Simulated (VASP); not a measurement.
# Si (P1) in VASP: single point with PBE

Aim: the single point of Si with PBE.

Program: VASP 6.6.1. These are calculated values, not measurements. Logs are shortened: lines on timing, memory, paths and dates and some standing lists are left out, and cuts for length are marked.

### Step 1. The cell of the first run

The typed cell holds 8 atoms: a = 5.431 Å, b = 5.431 Å, c = 5.431 Å, α = 90.00°, β = 90.00°, γ = 90.00°.

### Step 2. Single point, PBE

The input, INCAR:

```
SYSTEM = Si
PREC = Accurate
ENCUT = 500
EDIFF = 1E-6
ISMEAR = 0
SIGMA = 0.01
LREAL = .False.
LASPH = .True.
NELM = 120
ALGO = Normal
ISIF = 2
LWAVE = .False.
LCHARG = .False.
GGA = PE
NBANDS = 26
GGA_COMPAT = .False.
```

The input, KPOINTS:

```
Automatic mesh
0
Gamma
  1 1 1
  0 0 0
```

The input, POSCAR:

```
Si
1.0
    5.4310000000      0.0000000000      0.0000000000
    0.0000000000      5.4310000000      0.0000000000
    0.0000000000      0.0000000000      5.4310000000
Si
8
Direct
    0.0098120000      0.0001470000      0.0000890000
   -0.0001930000      0.4900200000      0.4998950000
    0.5001530000      0.0001410000      0.5149210000
    0.5000390000      0.4999980000     -0.0000870000
    0.2499730000      0.2599580000      0.2499870000
    0.2501810000      0.7500920000      0.7398150000
    0.7599410000      0.2501870000      0.7501040000
    0.7500430000      0.7500590000      0.2500740000
```

Potentials or basis: VASP PAW PBE potentials, release 64 (Si).

Launch:

```bash
$ cat potpaw_PBE.64/Si/POTCAR > POTCAR
$ mpirun -np 1 vasp_gam > vasp.out
```

OUTCAR:

```text
SYSTEM = Si
   PREC = Accurate
   ENCUT = 500
   EDIFF = 1E-6
   ISMEAR = 0
   LREAL = .False.
   LASPH = .True.
   NELM = 120
   ISIF = 2
   GGA = PE

 ion  position               nearest neighbor table
   1  0.010  0.000  0.000-   7 2.35   5 2.35   6 2.36   8 2.38
   2  1.000  0.490  0.500-   7 2.29   5 2.29   6 2.35   8 2.38
   3  0.500  0.000  0.515-   6 2.28   7 2.34   8 2.40   5 2.43
   4  0.500  0.500  1.000-   5 2.32   8 2.35   7 2.38   6 2.38
   5  0.250  0.260  0.250-   2 2.29   4 2.32   1 2.35   3 2.43
   6  0.250  0.750  0.740-   3 2.28   2 2.35   1 2.36   4 2.38
   7  0.760  0.250  0.750-   2 2.29   3 2.34   1 2.35   4 2.38
   8  0.750  0.750  0.250-   4 2.35   2 2.38   1 2.38   3 2.40

  LATTYP: Found a simple cubic cell.
 ALAT       =     5.4310000000

  Lattice vectors:

 A1 = (   5.4310000000,   0.0000000000,   0.0000000000)
 A2 = (   0.0000000000,   5.4310000000,   0.0000000000)
 A3 = (   0.0000000000,   0.0000000000,   5.4310000000)

Analysis of symmetry for initial positions (statically):
=====================================================================
 Subroutine PRICEL returns:
 Original cell was already a primitive cell.

 Routine SETGRP: Setting up the symmetry group for a
 simple cubic supercell.

 Subroutine GETGRP returns: Found  1 space group operations
 (whereof  1 operations were pure point group operations)
 out of a pool of 48 trial point group operations.

The static configuration has the point symmetry C_1 .

Analysis of symmetry for dynamics (positions and initial velocities):
=====================================================================
 Subroutine PRICEL returns:
 Original cell was already a primitive cell.

 Routine SETGRP: Setting up the symmetry group for a
 simple cubic supercell.

 Subroutine GETGRP returns: Found  1 space group operations
 (whereof  1 operations were pure point group operations)
 out of a pool of 48 trial point group operations.

The dynamic configuration has the point symmetry C_1 .

 Subroutine INISYM returns: Found  1 space group operations
 (whereof  1 operations are pure point group operations),
 and found     1 'primitive' translations

----------------------------------------------------------------------------------------

                                     Primitive cell

  volume of cell :     160.1915

[... 80 lines left out ...]
   IBRION =     -1    ionic relax: 0-MD 1-quasi-New 2-CG
   NFREE  =      0    steps in history (QN), initial steepest desc. (CG)
   ISIF   =      2    stress and relaxation
   ISYM   =      2    0-nonsym 1-usesym 2-fastsym
   POTIM  = 0.5000    time-step for ionic-motion
   TEBEG  =    0.0;   TEEND  =   0.0 temperature during run
   PSTRESS=    0.0 pullay stress
   NELECT =      32.0000    total number of electrons
   NUPDOWN=      -1.0000    fix difference up-down
   EMIN   =  10.00;   EMAX   =-10.00  energy-range for DOS
   EFERMI =   0.00;   METHOD = LEGACY
   ISMEAR =     0;   SIGMA  =   0.01  broadening in eV -4-tet -1-fermi 0-gaus
   EFERMI_NEDOS =   21; number of points for ismear=-14 and -15
   IALGO  =     38    algorithm
   IMIX   =      4    mixing-type and parameters
     AMIX     =   0.40;   BMIX     =  1.00
     AMIX_MAG =   1.60;   BMIX_MAG =  1.00
  volume/ion in A,a.u.               =      20.02       135.13
  Fermi-wavevector in a.u.,A,eV,Ry     =   0.956999  1.808467 12.460868  0.915848
  Thomas-Fermi vector in A             =   2.085978
   LORBIT       =      0    0 simple, 1 ext, 2 COOP (PROOUT), +10 PAW based schemes
   GGA     = PE    functional components
   LHFCALC =     F    Hartree Fock is set to
   AEXX    =    0.0000 exact exchange contribution
   IVDW    =     0    specifies the selected vdW correction
   LEPSILON=     F    determine dielectric tensor
   LRPA    =     F    only Hartree local field effects (RPA)
 non-spin polarized calculation
 Gauss-broadening in eV      SIGMA  =   0.01
  energy-cutoff  :      500.00
  volume of cell :      160.19
 maximum number of plane-waves:      2034
 NGX is ok and might be reduce to    40
   NGX = 19   NGY = 19   NGZ = 19

 number of electron      32.0000003 magnetization

 Free energy of the ion-electron system (eV)
  ---------------------------------------------------
  ext. energy  EPLUGINS =         0.00000000
  ---------------------------------------------------
  free energy    TOTEN  =       -33.06720325 eV

  energy without entropy =      -33.06720325  energy(sigma->0) =      -33.06720325

 E-fermi :   6.3664     XC(G=0):  -9.1986

 val. band max:        6.3199176459   @ k =   0.0000   0.0000   0.0000
 cond. band min:       6.5879292042   @ k =   0.0000   0.0000   0.0000
 fundamental gap:      0.2680115582
 Fermi energy:         6.3663800008

 k-point     1 :       0.0000    0.0000    0.0000
  band No.  band energies     occupation
      1      -5.8858      2.00000
      2      -1.9257      2.00000
      3      -1.8372      2.00000
      4      -1.7392      2.00000
      5      -1.6757      2.00000
      6      -1.5948      2.00000
[... 18 lines left out ...]
     25       8.7065      0.00000
     26       9.5225      0.00000

------------------------ aborting loop because EDIFF is reached ----------------------------------------

  FORCE on cell =-STRESS in cart. coord.  units (eV):
  Direction    XX          YY          ZZ          XY          YZ          ZX
  --------------------------------------------------------------------------------------
  -------------------------------------------------------------------------------------
  Total       10.9259222     10.6037861     10.8042788      1.4684745     -0.0737420     -1.0559998
  in kB      109.2771292    106.0552400    108.0604959     14.6871523     -0.7375404    -10.5617291
  external PRESSURE =     107.7976217 kB  Pullay stress =       0.0000000 kB

 VOLUME and BASIS-vectors are now :
 -----------------------------------------------------------------------------
  energy-cutoff  :      500.00
  volume of cell :      160.19
      direct lattice vectors                 reciprocal lattice vectors
     5.431000000  0.000000000  0.000000000     0.184128153  0.000000000  0.000000000
     0.000000000  5.431000000  0.000000000     0.000000000  0.184128153  0.000000000
     0.000000000  0.000000000  5.431000000     0.000000000  0.000000000  0.184128153

 POSITION                                       TOTAL-FORCE (eV/Angst)
 -----------------------------------------------------------------------------------
      0.05329      0.00080      0.00048         0.180394     -0.094394      0.001025
      5.42995      2.66130      2.71493        -0.311975      0.855411     -0.580326
      2.71633      0.00077      2.79654         0.327155      0.745649     -0.879890
      2.71571      2.71549      5.43053         0.201097      0.365829     -0.726280
      1.35760      1.41183      1.35768         0.498980     -0.773576      0.377935
      1.35873      4.07375      4.01794        -0.454631     -0.923173      0.544178
      4.12724      1.35877      4.07381        -0.230543     -0.322081      0.944020
      4.07348      4.07357      1.35815        -0.210477      0.146336      0.319338
 -----------------------------------------------------------------------------------
    total drift:                                0.000040     -0.000003     -0.000023

  FREE ENERGIE OF THE ION-ELECTRON SYSTEM (eV)
  ---------------------------------------------------
  free  energy   TOTEN  =       -33.0672032476 eV

  energy  without entropy=      -33.0672032476  energy(sigma->0) =      -33.06720325
```

Wall time 8.3 s (1 thread of AMD EPYC 9R45 (Zen 5), shared host); peak memory 0.18 GiB.

What came out:

| Item | Value |
| --- | --- |
| Free energy | -33.0672 eV |
| Pressure | 10.8 GPa |
| Largest force | 1.199 eV/Å |
| Band gap on the k mesh | 0.27 eV |

Forces on the atoms (eV/Å):
```
Si   0.180 -0.094  0.001
Si  -0.312  0.855 -0.580
Si   0.327  0.746 -0.880
Si   0.201  0.366 -0.726
Si   0.499 -0.774  0.378
Si  -0.455 -0.923  0.544
Si  -0.231 -0.322  0.944
Si  -0.210  0.146  0.319
```

Stress tensor (GPa, compression positive):
```
10.93  1.47 -1.06
 1.47 10.61 -0.07
-1.06 -0.07 10.81
```

Caveat: the k points lie up to 1.16 Å⁻¹ apart; forces of over 1 eV/Å act on the atoms, so gaps and moduli don't describe the material at rest.
